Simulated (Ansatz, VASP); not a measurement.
## One calculation of TaC, two programs

Contents of INCAR:

```
  PREC = Accurate
  ENCUT = 600
  EDIFF = 1E-6
  ISMEAR = -1
  SIGMA = 0.02
  LREAL = False
  LASPH = True
  NELM = 120
  ALGO = Normal
  ISIF = 2
  LWAVE = False
  LCHARG = False
  GGA = PE
  NBANDS = 14
  GGA_COMPAT = False
```

Contents of KPOINTS:

```
regular mesh
0
Gamma
  16 16 16
```

POSCAR

```
TaC
1.0
    0.0000000000      2.2230000000      2.2230000000
    2.2230000000      0.0000000000      2.2230000000
    2.2230000000      2.2230000000      0.0000000000
Ta C
1 1
Direct
    0.0000000000      0.0000000000      0.0000000000
    0.5000000000      0.5000000000      0.5000000000
```

Input for Ansatz:

```yaml
crystal:
  lattice:
    - [0.0, 2.223, 2.223]
    - [2.223, 0.0, 2.223]
    - [2.223, 2.223, 0.0]
  atoms:
    - { symbol: Ta, position: [0.0, 0.0, 0.0] }
    - { symbol: C, position: [0.5, 0.5, 0.5] }
hamiltonian:
  xc: pbe
kpoints:
  mp_grid: { grid: [16, 16, 16] }
scf:
  occupations: { method: fermi_dirac, width: 0.02 }
  convergence: { dr2_threshold: 1.0e-09 }
basis:
  ecutwfc: 600
output:
  eigenvalues: true
  forces: true
  stress: true
```

Alike in both runs: task single point; functional PBE; k mesh 16 × 16 × 16; occupations fermi-dirac, width 0.02 eV; no spin polarisation.

|  | VASP | Ansatz |
| --- | --- | --- |
| version | VASP 6.6.1 | Ansatz 0.2.0 |
| potentials or method | VASP PAW PBE potentials, release 64 (Ta_pv, C), cutoff 600 eV | scalar-relativistic, plane waves, PAW |
| valence electrons in the cell | 15 | 17 |

Ansatz gave:

* gap on the k mesh at the Fermi level (eV): none
* pressure (GPa): 6.6

Problem. What did VASP give for the same quantities?

Solution. gap on the k mesh at the Fermi level (eV): none; pressure (GPa): 7.3.

A gap of «none» marks a metal or a gap that the smearing closes. The functional is the same, so the differences come from potentials, cutoffs and numerics. VASP's potentials hold 15 valence electrons a cell and Ansatz's 17, so a difference there can come from the potentials and not from the codes. Ansatz's warnings: stress scf threshold loose.

Spin-orbit coupling is off throughout.
